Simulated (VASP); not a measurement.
# Pt (Fm-3m) in VASP: single point with LDA

Aim: the single point of Pt with LDA.

Program: VASP 6.6.1. These are calculated values, not measurements. Logs are shortened: lines on timing, memory, paths and dates and some standing lists are left out, and cuts for length are marked.

## (1) The cell of the first run

It takes space group Fm-3m (No. 225, cubic). The conventional cell has a = 3.820 Å, b = 3.820 Å, c = 3.820 Å, α = 90.00°, β = 90.00°, γ = 90.00°. Pt (site symmetry m-3m) has 12 Pt at 2.70 Å within 3.6 Å.

## (2) Single point, LDA

The input, INCAR:

```
ALGO     = Normal         # electronic algorithm
EDIFF    = 1E-6           # SCF threshold, eV
ENCUT    = 570            # plane-wave cutoff, eV
GGA_COMPAT= False        
ISIF     = 2              # what is computed and relaxed
ISMEAR   = 0              # smearing method
LASPH    = True           # aspherical terms in the spheres
LCHARG   = True           # write CHGCAR
LELF     = True           # ELF
LREAL    = False          # projectors in reciprocal space
LVHAR    = True         
LWAVE    = False          # write WAVECAR
NBANDS   = 15             # bands
NELM     = 120            # most SCF steps
PREC     = Accurate       # precision mode
SIGMA    = 0.05           # smearing width, eV
```

The input, KPOINTS:

```
k-points
0
Gamma
  9 9 9
```

The input, POSCAR:

```
Pt
1.0
    0.0000000000      1.9100955803      1.9100955803
    1.9100955803      0.0000000000      1.9100955803
    1.9100955803      1.9100955803      0.0000000000
Pt
1
Direct
    0.0000000000      0.0000000000      0.0000000000
```

Potentials or basis: VASP PAW LDA potentials, release 64 (Pt_sv_GW).

Command:

```
> cat potpaw_LDA.64/Pt_sv_GW/POTCAR > POTCAR
> mpirun -np 1 vasp_std > vasp.out
```

OUTCAR:

```text
EDIFF = 1E-6
   ENCUT = 570
   ISIF = 2
   ISMEAR = 0
   LASPH = True
   LREAL = False
   NELM = 120
   PREC = Accurate

 ion  position               nearest neighbor table
   1  0.000  0.000  0.000-

  LATTYP: Found a face centered cubic cell.
 ALAT       =     3.8201911606

  Lattice vectors:

 A1 = (   0.0000000000,   1.9100955803,   1.9100955803)
 A2 = (   1.9100955803,   0.0000000000,   1.9100955803)
 A3 = (   1.9100955803,   1.9100955803,   0.0000000000)

Analysis of symmetry for initial positions (statically):
=====================================================================
 Subroutine PRICEL returns:
 Original cell was already a primitive cell.

 Routine SETGRP: Setting up the symmetry group for a
 face centered cubic supercell.

 Subroutine GETGRP returns: Found 48 space group operations
 (whereof 48 operations were pure point group operations)
 out of a pool of 48 trial point group operations.

The static configuration has the point symmetry O_h .

Analysis of symmetry for dynamics (positions and initial velocities):
=====================================================================
 Subroutine PRICEL returns:
 Original cell was already a primitive cell.

 Routine SETGRP: Setting up the symmetry group for a
 face centered cubic supercell.

 Subroutine GETGRP returns: Found 48 space group operations
 (whereof 48 operations were pure point group operations)
 out of a pool of 48 trial point group operations.

The dynamic configuration has the point symmetry O_h .

 Subroutine INISYM returns: Found 48 space group operations
 (whereof 48 operations are pure point group operations),
 and found     1 'primitive' translations

----------------------------------------------------------------------------------------

                                     Primitive cell

  volume of cell :      13.9378

  direct lattice vectors                    reciprocal lattice vectors
     0.000000000  1.910095580  1.910095580    -0.261767005  0.261767005  0.261767005
     1.910095580  0.000000000  1.910095580     0.261767005 -0.261767005  0.261767005
     1.910095580  1.910095580  0.000000000     0.261767005  0.261767005 -0.261767005

  length of vectors
     2.701283075  2.701283075  2.701283075     0.453393753  0.453393753  0.453393753

  position of ions in fractional coordinates (direct lattice)
     0.000000000  0.000000000  0.000000000

  ion indices of the primitive-cell ions
   primitive index   ion index
                 1           1

----------------------------------------------------------------------------------------

 KPOINTS: k-points

Automatic generation of k-mesh.
 Grid dimensions read from file:
 generate k-points for:    9    9    9

 Generating k-lattice:

  Cartesian coordinates                     Fractional coordinates (reciprocal lattice)
    -0.029085223  0.029085223  0.029085223     0.111111111  0.000000000  0.000000000
     0.029085223 -0.029085223  0.029085223     0.000000000  0.111111111  0.000000000
     0.029085223  0.029085223 -0.029085223     0.000000000  0.000000000  0.111111111

  Length of vectors
     0.050377084  0.050377084  0.050377084

  Shift w.r.t. Gamma in fractional coordinates (k-lattice)
     0.000000000  0.000000000  0.000000000

 Subroutine IBZKPT returns following result:
 ===========================================

 Found     35 irreducible k-points:

 Following reciprocal coordinates:
            Coordinates               Weight
  0.000000  0.000000  0.000000      1.000000
  0.111111  0.000000  0.000000      8.000000
  0.222222  0.000000  0.000000      8.000000
  0.333333  0.000000  0.000000      8.000000
  0.444444  0.000000  0.000000      8.000000
  0.111111  0.111111  0.000000      6.000000
[... 16 lines left out ...]
 -0.333333  0.333333  0.000000     12.000000
  0.444444  0.444444  0.000000      6.000000
 [... further k-points ...]
   k-points           NKPTS =     35   k-points in BZ     NKDIM =     35   number of bands    NBANDS=     15
   number of dos      NEDOS =    301   number of ions     NIONS =      1
   total plane-waves  NPLWV =  13824
   dimension x,y,z NGX =    24 NGY =   24 NGZ =   24
   dimension x,y,z NGXF=    48 NGYF=   48 NGZF=   48
   ions per type =               1
   NGX,Y,Z   is equivalent  to a cutoff of  14.77, 14.77, 14.77 a.u.
   NGXF,Y,Z  is equivalent  to a cutoff of  29.54, 29.54, 29.54 a.u.
 SYSTEM =  unknown system
   PREC   = accura    normal or accurate (medium, high low for compatibility)
   ISTART =      0    job   : 0-new  1-cont  2-samecut
   ICHARG =      2    charge: 1-file 2-atom 10-const
   ISPIN  =      1    spin polarized calculation?
   LNONCOLLINEAR =      F non collinear calculations
   LSORBIT =      F    spin-orbit coupling
   LASPH  =      T    aspherical Exc in radial PAW
   ENCUT  =  570.0 eV  41.89 Ry    6.47 a.u.   5.26  5.26  5.26*2*pi/ulx,y,z
   NELM   =    120;   NELMIN=  2; NELMDL= -5     # of ELM steps
   EDIFF  = 0.1E-05   stopping-criterion for ELM
   LREAL  =      F    real-space projection
   EDIFFG = 0.1E-04   stopping-criterion for IOM
   NSW    =      0    number of steps for IOM
   IBRION =     -1    ionic relax: 0-MD 1-quasi-New 2-CG
   NFREE  =      0    steps in history (QN), initial steepest desc. (CG)
   ISIF   =      2    stress and relaxation
   ISYM   =      2    0-nonsym 1-usesym 2-fastsym
   POTIM  = 0.5000    time-step for ionic-motion
   TEBEG  =    0.0;   TEEND  =   0.0 temperature during run
   PSTRESS=    0.0 pullay stress
   NELECT =      18.0000    total number of electrons
   NUPDOWN=      -1.0000    fix difference up-down
   EMIN   =  10.00;   EMAX   =-10.00  energy-range for DOS
   EFERMI =   0.00;   METHOD = LEGACY
   ISMEAR =     0;   SIGMA  =   0.05  broadening in eV -4-tet -1-fermi 0-gaus
   EFERMI_NEDOS =   21; number of points for ismear=-14 and -15
   IALGO  =     38    algorithm
   IMIX   =      4    mixing-type and parameters
     AMIX     =   0.40;   BMIX     =  1.00
     AMIX_MAG =   1.60;   BMIX_MAG =  1.00
  volume/ion in A,a.u.               =      13.94        94.06
  Fermi-wavevector in a.u.,A,eV,Ry     =   1.782792  3.368988 43.244019  3.178346
  Thomas-Fermi vector in A             =   2.847110
   LORBIT       =      0    0 simple, 1 ext, 2 COOP (PROOUT), +10 PAW based schemes
   GGA     = CA    functional components
   LHFCALC =     F    Hartree Fock is set to
   AEXX    =    0.0000 exact exchange contribution
   IVDW    =     0    specifies the selected vdW correction
   LEPSILON=     F    determine dielectric tensor
   LRPA    =     F    only Hartree local field effects (RPA)
 non-spin polarized calculation
 Gauss-broadening in eV      SIGMA  =   0.05
  energy-cutoff  :      570.00
  volume of cell :       13.94
 maximum number of plane-waves:       440
 NGX is ok and might be reduce to    24
   NGX = 11   NGY = 11   NGZ = 11

 number of electron      18.0000000 magnetization

 Free energy of the ion-electron system (eV)
  ---------------------------------------------------
  ext. energy  EPLUGINS =         0.00000000
  ---------------------------------------------------
  free energy    TOTEN  =        -7.30334371 eV

  energy without entropy =       -7.30222221  energy(sigma->0) =       -7.30278296

 E-fermi :  12.0304     XC(G=0): -14.8869

 val. band max:       11.9792725752   @ k =   0.4444   0.4444   0.0000
 cond. band min:      12.0420360712   @ k =   0.4444   0.1111   0.0000
 fundamental gap:      0.0627634960
 Fermi energy:        12.0303537512

 k-point     1 :       0.0000    0.0000    0.0000
  band No.  band energies     occupation
      1     -86.5739      2.00000
      2     -40.6986      2.00000
      3     -40.6986      2.00000
      4     -40.6986      2.00000
      5       0.8968      2.00000
      6       7.6836      2.00000
      7       7.6836      2.00000
      8       7.6836      2.00000
      9      10.1623      2.00000
     10      10.1623      2.00000
     11      26.4191      0.00000
     12      31.7631      0.00000
     13      31.7631      0.00000
     14      31.7631      0.00000
     15      37.5568      0.00000

 k-point     2 :       0.1111    0.0000    0.0000
  band No.  band energies     occupation
      1     -86.5691      2.00000
      2     -40.7763      2.00000
      3     -40.7100      2.00000
      4     -40.7100      2.00000
      5       1.4254      2.00000
      6       7.4546      2.00000
      7       7.8862      2.00000
      8       7.8862      2.00000
      9      10.0552      2.00000
     10      10.0552      2.00000
     11      27.2520      0.00000
     12      29.7229      0.00000
     13      32.6156      0.00000
     14      32.6156      0.00000
     15      39.5302      0.00000

 k-point     3 :       0.2222    0.0000    0.0000
  band No.  band energies     occupation
      1     -86.5547      2.00000
      2     -40.9684      2.00000
      3     -40.7374      2.00000
      4     -40.7374      2.00000
      5       2.7336      2.00000
      6       7.2208      2.00000
      7       8.1252      2.00000
      8       8.1252      2.00000
      9      10.1806      2.00000
     10      10.1806      2.00000
     11      26.5497      0.00000
     12      28.6245      0.00000
     13      34.8703      0.00000
     14      34.8703      0.00000
     15      36.4641      0.00000
[... 343 lines left out ...]
 k-point    23 :      -0.3333    0.3333    0.0000
  band No.  band energies     occupation
      1     -86.5131      2.00000
      2     -41.1331      2.00000
      3     -41.1308      2.00000
      4     -40.8585      2.00000
      5       5.3670      2.00000
      6       6.4867      2.00000
      7       7.8025      2.00000
      8       9.8395      2.00000
      9      11.2612      2.00000
     10      16.6109      0.00000
     11      21.4102      0.00000
     12      22.4316      0.00000
     13      29.5229      0.00000
     14      31.4952      0.00000
     15      39.0058      0.00000

 k-point    24 :       0.4444    0.4444    0.0000
  band No.  band energies     occupation
      1     -86.5116      2.00000
      2     -41.2857      2.00000
      3     -40.9320      2.00000
      4     -40.9320      2.00000
      5       4.0994      2.00000
      6       4.5835      2.00000
      7      11.9793      1.85148
      8      12.3177      0.00000
      9      12.3177      0.00000
     10      12.8524      0.00000
     11      22.8914      0.00000
     12      24.1012      0.00000
     13      24.1012      0.00000
     14      32.9874      0.00000
     15      36.5662      0.00000

 [... further k-points ...]

------------------------ aborting loop because EDIFF is reached ----------------------------------------

  FORCE on cell =-STRESS in cart. coord.  units (eV):
  Direction    XX          YY          ZZ          XY          YZ          ZX
  --------------------------------------------------------------------------------------
  -------------------------------------------------------------------------------------
  Total        1.7024189      1.7024189      1.7024189      0.0000000      0.0000000      0.0000000
  in kB      195.6958938    195.6958938    195.6958938      0.0000000      0.0000000      0.0000000
  external PRESSURE =     195.6958938 kB  Pullay stress =       0.0000000 kB

 VOLUME and BASIS-vectors are now :
 -----------------------------------------------------------------------------
  energy-cutoff  :      570.00
  volume of cell :       13.94
      direct lattice vectors                 reciprocal lattice vectors
     0.000000000  1.910095580  1.910095580    -0.261767005  0.261767005  0.261767005
     1.910095580  0.000000000  1.910095580     0.261767005 -0.261767005  0.261767005
     1.910095580  1.910095580  0.000000000     0.261767005  0.261767005 -0.261767005

 POSITION                                       TOTAL-FORCE (eV/Angst)
 -----------------------------------------------------------------------------------
      0.00000      0.00000      0.00000        -0.000000      0.000000      0.000000
 -----------------------------------------------------------------------------------
    total drift:                                0.000000      0.000000      0.000000

  FREE ENERGIE OF THE ION-ELECTRON SYSTEM (eV)
  ---------------------------------------------------
  free  energy   TOTEN  =        -7.3033437083 eV

  energy  without entropy=       -7.3022222052  energy(sigma->0) =       -7.30278296
```

It took 6.9 s on 1 thread of Intel Xeon Platinum 8259CL at 2.50GHz (Skylake/Cascade Lake), shared host; peak memory 0.14 GiB.

Results:

| Quantity | Value |
| --- | --- |
| Free energy | -7.3033 eV |
| Pressure | 19.6 GPa |
| Band gap on the k mesh | zero (bands 9 and 10 overlap by 2.36 eV) |

Levels at points of the mesh, in eV from the Fermi level:
```csv
k point,band 6,band 7,band 8,band 9,band 10,band 11,band 12,band 13
"(0.00, 0.00, 0.00)",-4.35,-4.35,-4.35,-1.87,-1.87,14.39,19.73,19.73
```

Caveat: the cell stands under pressure; spin-orbit coupling is left out, which moves the levels of the heavy elements.

The gap in the log of VASP goes by the Fermi energy; the results here count the filled bands.